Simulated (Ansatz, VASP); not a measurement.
**SiO2: VASP beside Ansatz**

INCAR

```
SYSTEM = SiO2
PREC     = Accurate       ! precision mode
ENCUT    = 520            ! plane-wave cutoff, eV
EDIFF    = 1E-6           ! SCF threshold, eV
ISMEAR   = 0              ! smearing method
SIGMA    = 0.02           ! smearing width, eV
LREAL    = Auto         
LASPH    = .TRUE.         ! aspherical terms in the spheres
NELM     = 100            ! most SCF steps
ALGO     = Normal         ! electronic algorithm
ISIF     = 2              ! what is computed and relaxed
LWAVE    = .FALSE.        ! write WAVECAR
LCHARG   = .TRUE.         ! write CHGCAR
GGA      = CA             ! functional
LELF     = .TRUE.         ! ELF
LVHAR    = .TRUE.       
NBANDS   = 53             ! bands
```

KPOINTS

```
regular mesh
0
G
  4 4 4
  0 0 0
```

File POSCAR:

```
SiO2
1.0
    6.8870577816      0.0000000000      0.0000000000
    0.0000000000      6.8870577816      0.0000000000
    0.0000000000      0.0000000000      6.4001249699
Si O
5 10
Direct
    0.2692498435      0.0000000000      0.1193140972
    0.0000000000      0.7307501565      0.8806859028
    0.0000000000      0.2692498435      0.8806859028
    0.7307501565      0.0000000000      0.1193140972
    0.0000000000      0.0000000000      0.5000000000
    0.1919033300      0.0000000000      0.3565740649
    0.0000000000      0.8080966700      0.6434259351
    0.0000000000      0.1919033300      0.6434259351
    0.8080966700      0.0000000000      0.3565740649
    0.1914476445      0.1914476445      0.0000000000
    0.1914476445      0.8085523555      0.0000000000
    0.8085523555      0.1914476445      0.0000000000
    0.8085523555      0.8085523555      0.0000000000
    0.5000000000      0.0000000000      0.1207156002
    0.0000000000      0.5000000000      0.8792843998
```

Input for Ansatz:

```yaml
crystal:
  lattice:
    - [6.8870577816, 0.0, 0.0]
    - [0.0, 6.8870577816, 0.0]
    - [0.0, 0.0, 6.4001249699]
  atoms:
    - { symbol: Si, position: [0.2692498435, 0.0, 0.1193140972] }
    - { symbol: Si, position: [0.0, 0.7307501565, 0.8806859028] }
    - { symbol: Si, position: [0.0, 0.2692498435, 0.8806859028] }
    - { symbol: Si, position: [0.7307501565, 0.0, 0.1193140972] }
    - { symbol: Si, position: [0.0, 0.0, 0.5] }
    - { symbol: O, position: [0.19190333, 0.0, 0.3565740649] }
    - { symbol: O, position: [0.0, 0.80809667, 0.6434259351] }
    - { symbol: O, position: [0.0, 0.19190333, 0.6434259351] }
    - { symbol: O, position: [0.80809667, 0.0, 0.3565740649] }
    - { symbol: O, position: [0.1914476445, 0.1914476445, 0.0] }
    - { symbol: O, position: [0.1914476445, 0.8085523555, 0.0] }
    - { symbol: O, position: [0.8085523555, 0.1914476445, 0.0] }
    - { symbol: O, position: [0.8085523555, 0.8085523555, 0.0] }
    - { symbol: O, position: [0.5, 0.0, 0.1207156002] }
    - { symbol: O, position: [0.0, 0.5, 0.8792843998] }
basis:
  ecutwfc: 420
kpoints:
  mp_grid: { grid: [4, 4, 4] }
hamiltonian:
  xc: lda
scf:
  occupations: { method: gaussian, width: 0.02 }
  n_extra_bands: 60
output:
  forces: false
  stress: false
  eigenvalues: true
  optics: { e_range: [0, 14], sigma: 0.1, nscf_kmesh: { grid: [6, 6, 6] } }
checkpoint:
  read: start.run
  write: ck
  compress: false
  write_wavefunctions: false
  write_every: 100000
```

Alike in both runs: task single point; functional LDA; k mesh 4 × 4 × 4; occupations gaussian, width 0.02 eV; no spin polarisation.

|  | VASP | Ansatz |
| --- | --- | --- |
| version | VASP 6.6.1 | Ansatz 0.2.0 |
| potentials or method | VASP PAW LDA potentials, release 64 (Si, O), cutoff 520 eV | scalar-relativistic, plane waves, PAW |
| valence electrons in the cell | 80 | 80 |

|  | VASP | Ansatz | Ansatz less VASP |
| --- | --- | --- | --- |
| gap on the k mesh at the Fermi level (eV) | 5.64 | 5.64 | 0.000 |
| least direct gap on the mesh (eV) | 5.69 | 5.69 | -0.001 |

LDA's correlation is that of Perdew and Zunger in VASP and of Perdew and Wang (1992) in Ansatz.
